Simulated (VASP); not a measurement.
# BaS (P4/nmm) in VASP: notebook

Runs on BaS. Level: PBE. Tasks: single point, relaxation of cell and atoms.

Everything below comes from runs of VASP 6.6.1. Logs are shortened: lines on timing, memory, paths and dates and some standing lists are left out, and cuts for length are marked.

**1. The cell of the first run**

It takes space group P4/nmm (No. 129, tetragonal). Conventional cell: a = 7.199 Å, b = 7.199 Å, c = 5.762 Å, α = 90.00°, β = 90.00°, γ = 90.00°. Within 5.7 Å of Ba (site symmetry -4m2) lie 8 S at 4.37 to 4.87 Å and 4 Ba at 5.09 Å. S (site symmetry 4mm) has 8 Ba at 4.37 to 4.87 Å and 4 S at 5.15 Å within 5.7 Å.

**2. Single point, PBE**

The input, INCAR:

```
  PREC = Accurate
  ENCUT = 520
  EDIFF = 1E-6
  ISMEAR = 0
  SIGMA = 0.1
  LREAL = False
  LASPH = True
  NELM = 100
  ALGO = Normal
  ISIF = 2
  LWAVE = False
  LCHARG = False
  GGA = PE
  NBANDS = 24
```

The input, KPOINTS:

```
Automatic mesh
0
Gamma
  4 4 4
```

The input, POSCAR:

```
BaS
1.0
    7.1993472700      0.0000000000      0.0000000000
    0.0000000000      7.1993472700      0.0000000000
    0.0000000000      0.0000000000      5.7615539200
Ba S
2 2
Direct
    0.0000000000      0.0000000000      0.0000000000
    0.5000000000      0.5000000000      0.0000000000
    0.0000000000      0.5000000000      0.5703052800
    0.5000000000      0.0000000000      0.4296947200
```

Potentials or basis: VASP PAW PBE potentials, release 64 (Ba_sv, S).

Command:

```sh
> cat potpaw_PBE.64/Ba_sv/POTCAR potpaw_PBE.64/S/POTCAR > POTCAR
> mpirun -np 1 vasp_std > vasp.out
```

OUTCAR:

```text
PREC = Accurate
   ENCUT = 520
   EDIFF = 1E-6
   ISMEAR = 0
   LREAL = False
   LASPH = True
   NELM = 100
   ISIF = 2
   GGA = PE

 ion  position               nearest neighbor table
   1  0.000  0.000  0.000-
   2  0.500  0.500  0.000-
   3  0.000  0.500  0.570-
   4  0.500  0.000  0.430-

  LATTYP: Found a simple tetragonal cell.
 ALAT       =     7.1993472700
 C/A-ratio  =     0.8002883739

  Lattice vectors:

 A1 = (   7.1993472700,   0.0000000000,   0.0000000000)
 A2 = (   0.0000000000,   7.1993472700,   0.0000000000)
 A3 = (   0.0000000000,   0.0000000000,   5.7615539200)

Analysis of symmetry for initial positions (statically):
=====================================================================
 Subroutine PRICEL returns:
 Original cell was already a primitive cell.

 Routine SETGRP: Setting up the symmetry group for a
 simple tetragonal supercell.

 Subroutine GETGRP returns: Found 16 space group operations
 (whereof  8 operations were pure point group operations)
 out of a pool of 16 trial point group operations.

The static configuration has the point symmetry D_2d.
 The point group associated with its full space group is D_4h.

Analysis of symmetry for dynamics (positions and initial velocities):
=====================================================================
 Subroutine PRICEL returns:
 Original cell was already a primitive cell.

 Routine SETGRP: Setting up the symmetry group for a
 simple tetragonal supercell.

 Subroutine GETGRP returns: Found 16 space group operations
 (whereof  8 operations were pure point group operations)
 out of a pool of 16 trial point group operations.

The dynamic configuration has the point symmetry D_2d.
 The point group associated with its full space group is D_4h.

 Subroutine INISYM returns: Found 16 space group operations
 (whereof  8 operations are pure point group operations),
 and found     1 'primitive' translations

----------------------------------------------------------------------------------------

                                     Primitive cell

  volume of cell :     298.6248

  direct lattice vectors                    reciprocal lattice vectors
     7.199347270  0.000000000  0.000000000     0.138901481  0.000000000  0.000000000
     0.000000000  7.199347270  0.000000000     0.000000000  0.138901481  0.000000000
     0.000000000  0.000000000  5.761553920     0.000000000  0.000000000  0.173564287

  length of vectors
     7.199347270  7.199347270  5.761553920     0.138901481  0.138901481  0.173564287

  position of ions in fractional coordinates (direct lattice)
     0.000000000  0.000000000  0.000000000
     0.500000000  0.500000000  0.000000000
     0.000000000  0.500000000  0.570305280
     0.500000000  0.000000000  0.429694720

  ion indices of the primitive-cell ions
   primitive index   ion index
                 1           1
                 2           2
                 3           3
                 4           4

----------------------------------------------------------------------------------------

 KPOINTS: Automatic mesh

Automatic generation of k-mesh.
 Grid dimensions read from file:
 generate k-points for:    4    4    4

 Generating k-lattice:

  Cartesian coordinates                     Fractional coordinates (reciprocal lattice)
     0.034725370  0.000000000  0.000000000     0.250000000  0.000000000  0.000000000
     0.000000000  0.034725370  0.000000000     0.000000000  0.250000000  0.000000000
     0.000000000  0.000000000  0.043391072     0.000000000  0.000000000  0.250000000

  Length of vectors
     0.034725370  0.034725370  0.043391072

  Shift w.r.t. Gamma in fractional coordinates (k-lattice)
     0.000000000  0.000000000  0.000000000

 Subroutine IBZKPT returns following result:
 ===========================================

 Found     18 irreducible k-points:

 Following reciprocal coordinates:
            Coordinates               Weight
  0.000000  0.000000  0.000000      1.000000
  0.250000  0.000000  0.000000      4.000000
  0.500000  0.000000  0.000000      2.000000
  0.250000  0.250000  0.000000      4.000000
  0.500000  0.250000  0.000000      4.000000
  0.500000  0.500000  0.000000      1.000000
[... 10 lines left out ...]
  0.500000  0.250000  0.500000      4.000000
  0.500000  0.500000  0.500000      1.000000
   k-points           NKPTS =     18   k-points in BZ     NKDIM =     18   number of bands    NBANDS=     24
   number of dos      NEDOS =    301   number of ions     NIONS =      4
   total plane-waves  NPLWV = 139968
   dimension x,y,z NGX =    54 NGY =   54 NGZ =   48
   dimension x,y,z NGXF=   108 NGYF=  108 NGZF=   96
   ions per type =               2   2
   NGX,Y,Z   is equivalent  to a cutoff of  12.47, 12.47, 13.85 a.u.
   NGXF,Y,Z  is equivalent  to a cutoff of  24.94, 24.94, 27.70 a.u.
 SYSTEM =  unknown system
   PREC   = accura    normal or accurate (medium, high low for compatibility)
   ISTART =      0    job   : 0-new  1-cont  2-samecut
   ICHARG =      2    charge: 1-file 2-atom 10-const
   ISPIN  =      1    spin polarized calculation?
   LNONCOLLINEAR =      F non collinear calculations
   LSORBIT =      F    spin-orbit coupling
   LASPH  =      T    aspherical Exc in radial PAW
   ENCUT  =  520.0 eV  38.22 Ry    6.18 a.u.  13.39 13.39 10.71*2*pi/ulx,y,z
   NELM   =    100;   NELMIN=  2; NELMDL= -5     # of ELM steps
   EDIFF  = 0.1E-05   stopping-criterion for ELM
   LREAL  =      F    real-space projection
   EDIFFG = 0.1E-04   stopping-criterion for IOM
   NSW    =      0    number of steps for IOM
   IBRION =     -1    ionic relax: 0-MD 1-quasi-New 2-CG
   NFREE  =      0    steps in history (QN), initial steepest desc. (CG)
   ISIF   =      2    stress and relaxation
   ISYM   =      2    0-nonsym 1-usesym 2-fastsym
   POTIM  = 0.5000    time-step for ionic-motion
   TEBEG  =    0.0;   TEEND  =   0.0 temperature during run
   PSTRESS=    0.0 pullay stress
   NELECT =      32.0000    total number of electrons
   NUPDOWN=      -1.0000    fix difference up-down
   EMIN   =  10.00;   EMAX   =-10.00  energy-range for DOS
   EFERMI =   0.00;   METHOD = LEGACY
   ISMEAR =     0;   SIGMA  =   0.10  broadening in eV -4-tet -1-fermi 0-gaus
   EFERMI_NEDOS =   21; number of points for ismear=-14 and -15
   IALGO  =     38    algorithm
   IMIX   =      4    mixing-type and parameters
     AMIX     =   0.40;   BMIX     =  1.00
     AMIX_MAG =   1.60;   BMIX_MAG =  1.00
  volume/ion in A,a.u.               =      74.66       503.80
  Fermi-wavevector in a.u.,A,eV,Ry     =   0.777588  1.469428  8.226668  0.604643
  Thomas-Fermi vector in A             =   1.880307
   LORBIT       =      0    0 simple, 1 ext, 2 COOP (PROOUT), +10 PAW based schemes
   GGA     = PE    functional components
   LHFCALC =     F    Hartree Fock is set to
   AEXX    =    0.0000 exact exchange contribution
   IVDW    =     0    specifies the selected vdW correction
   LEPSILON=     F    determine dielectric tensor
   LRPA    =     F    only Hartree local field effects (RPA)
 non-spin polarized calculation
 Gauss-broadening in eV      SIGMA  =   0.10
  energy-cutoff  :      520.00
  volume of cell :      298.62
 maximum number of plane-waves:      8084
 NGX is ok and might be reduce to    54
   NGX = 27   NGY = 27   NGZ = 21

 number of electron      31.9999998 magnetization

 Free energy of the ion-electron system (eV)
  ---------------------------------------------------
  ext. energy  EPLUGINS =         0.00000000
  ---------------------------------------------------
  free energy    TOTEN  =       -12.38173286 eV

  energy without entropy =      -12.38074816  energy(sigma->0) =      -12.38124051

 E-fermi :  -0.6521     XC(G=0):  -5.8634

 val. band max:       -0.8330932621   @ k =   0.5000   0.5000   0.2500
 cond. band min:      -0.5580606299   @ k =   0.0000   0.0000   0.0000
 fundamental gap:      0.2750326322
 Fermi energy:        -0.6521290253

 k-point     1 :       0.0000    0.0000    0.0000
  band No.  band energies     occupation
      1     -30.7754      2.00000
      2     -30.7720      2.00000
      3     -15.8361      2.00000
      4     -15.8361      2.00000
      5     -15.7923      2.00000
      6     -15.7923      2.00000
[... 16 lines left out ...]
     23       1.3971      0.00000
     24       1.9361      0.00000

 k-point     2 :       0.2500    0.0000    0.0000
  band No.  band energies     occupation
      1     -30.7749      2.00000
      2     -30.7725      2.00000
      3     -15.8302      2.00000
      4     -15.8297      2.00000
      5     -15.7992      2.00000
      6     -15.7988      2.00000
[... 16 lines left out ...]
     23       1.5485      0.00000
     24       1.7794      0.00000

 k-point     3 :       0.5000    0.0000    0.0000
  band No.  band energies     occupation
      1     -30.7737      2.00000
      2     -30.7737      2.00000
      3     -15.8151      2.00000
      4     -15.8151      2.00000
      5     -15.8143      2.00000
      6     -15.8143      2.00000
[... 16 lines left out ...]
     23       1.6584      0.00000
     24       1.6655      0.00000

 k-point     4 :       0.2500    0.2500    0.0000
  band No.  band energies     occupation
      1     -30.7745      2.00000
      2     -30.7728      2.00000
      3     -15.8388      2.00000
      4     -15.8170      2.00000
      5     -15.8124      2.00000
      6     -15.7904      2.00000
[... 16 lines left out ...]
     23       1.5980      0.00000
     24       1.6363      0.00000

 k-point     5 :       0.5000    0.2500    0.0000
  band No.  band energies     occupation
      1     -30.7737      2.00000
      2     -30.7737      2.00000
      3     -15.8336      2.00000
      4     -15.8336      2.00000
      5     -15.7961      2.00000
      6     -15.7961      2.00000
[... 16 lines left out ...]
     23       1.7372      0.00000
     24       1.7380      0.00000

 k-point     6 :       0.5000    0.5000    0.0000
  band No.  band energies     occupation
      1     -30.7737      2.00000
      2     -30.7737      2.00000
      3     -15.8415      2.00000
      4     -15.8415      2.00000
      5     -15.7885      2.00000
      6     -15.7885      2.00000
[... 16 lines left out ...]
     23       1.7470      0.00000
     24       1.7490      0.00000
[... 217 lines left out ...]
 k-point    15 :       0.5000    0.0000    0.5000
  band No.  band energies     occupation
      1     -30.7735      2.00000
      2     -30.7735      2.00000
      3     -15.8141      2.00000
      4     -15.8141      2.00000
      5     -15.8135      2.00000
      6     -15.8135      2.00000
[... 16 lines left out ...]
     23       1.6554      0.00000
     24       1.6556      0.00000

 k-point    16 :       0.2500    0.2500    0.5000
  band No.  band energies     occupation
      1     -30.7743      2.00000
      2     -30.7726      2.00000
      3     -15.8377      2.00000
      4     -15.8160      2.00000
      5     -15.8116      2.00000
      6     -15.7897      2.00000
[... 16 lines left out ...]
     23       1.6444      0.00000
     24       1.8811      0.00000

 k-point    17 :       0.5000    0.2500    0.5000
  band No.  band energies     occupation
      1     -30.7735      2.00000
      2     -30.7735      2.00000
      3     -15.8324      2.00000
      4     -15.8324      2.00000
      5     -15.7954      2.00000
      6     -15.7954      2.00000
[... 16 lines left out ...]
     23       1.8467      0.00000
     24       1.8662      0.00000

 k-point    18 :       0.5000    0.5000    0.5000
  band No.  band energies     occupation
      1     -30.7735      2.00000
      2     -30.7735      2.00000
      3     -15.8401      2.00000
      4     -15.8401      2.00000
      5     -15.7878      2.00000
      6     -15.7878      2.00000
[... 16 lines left out ...]
     23       1.7582      0.00000
     24       1.7582      0.00000

------------------------ aborting loop because EDIFF is reached ----------------------------------------

  FORCE on cell =-STRESS in cart. coord.  units (eV):
  Direction    XX          YY          ZZ          XY          YZ          ZX
  --------------------------------------------------------------------------------------
  -------------------------------------------------------------------------------------
  Total       -8.5533586     -8.5533586    -13.0052912      0.0000000      0.0000000      0.0000000
  in kB      -45.8903517    -45.8903517    -69.7757942      0.0000000      0.0000000      0.0000000
  external PRESSURE =     -53.8521659 kB  Pullay stress =       0.0000000 kB

 VOLUME and BASIS-vectors are now :
 -----------------------------------------------------------------------------
  energy-cutoff  :      520.00
  volume of cell :      298.62
      direct lattice vectors                 reciprocal lattice vectors
     7.199347270  0.000000000  0.000000000     0.138901481  0.000000000  0.000000000
     0.000000000  7.199347270  0.000000000     0.000000000  0.138901481  0.000000000
     0.000000000  0.000000000  5.761553920     0.000000000  0.000000000  0.173564287

 POSITION                                       TOTAL-FORCE (eV/Angst)
 -----------------------------------------------------------------------------------
      0.00000      0.00000      0.00000        -0.000000      0.000000      0.000000
      3.59967      3.59967      0.00000         0.000000     -0.000000      0.000000
      0.00000      3.59967      3.28584        -0.000000      0.000000      0.892429
      3.59967      0.00000      2.47571        -0.000000      0.000000     -0.892429
 -----------------------------------------------------------------------------------
    total drift:                                0.000000      0.000000      0.000000

  FREE ENERGIE OF THE ION-ELECTRON SYSTEM (eV)
  ---------------------------------------------------
  free  energy   TOTEN  =       -12.3817328615 eV

  energy  without entropy=      -12.3807481595  energy(sigma->0) =      -12.38124051
```

It took 71 s on 1 thread of Intel Xeon 6975P-C (Granite Rapids), shared host; peak memory 0.43 GiB.

Results:

| Item | Value |
| --- | --- |
| Free energy | -12.3817 eV |
| Pressure | -5.4 GPa |
| Largest force | 0.892 eV/Å |
| Band gap on the k mesh | 0.28 eV, indirect (least direct gap 0.28 eV) |

Forces in eV/Å, atoms in the order of the input:
```
Ba   0.000  0.000  0.000
Ba   0.000  0.000  0.000
S    0.000  0.000  0.892
S    0.000  0.000 -0.892
```

Stress tensor (GPa, compression positive):
```
-4.59  0.00  0.00
 0.00 -4.59  0.00
 0.00  0.00 -6.98
```

Caveat: spin-orbit coupling is left out, which moves the levels of the heavy elements. A k mesh can miss the band edges.

[end of part 1 of 2]
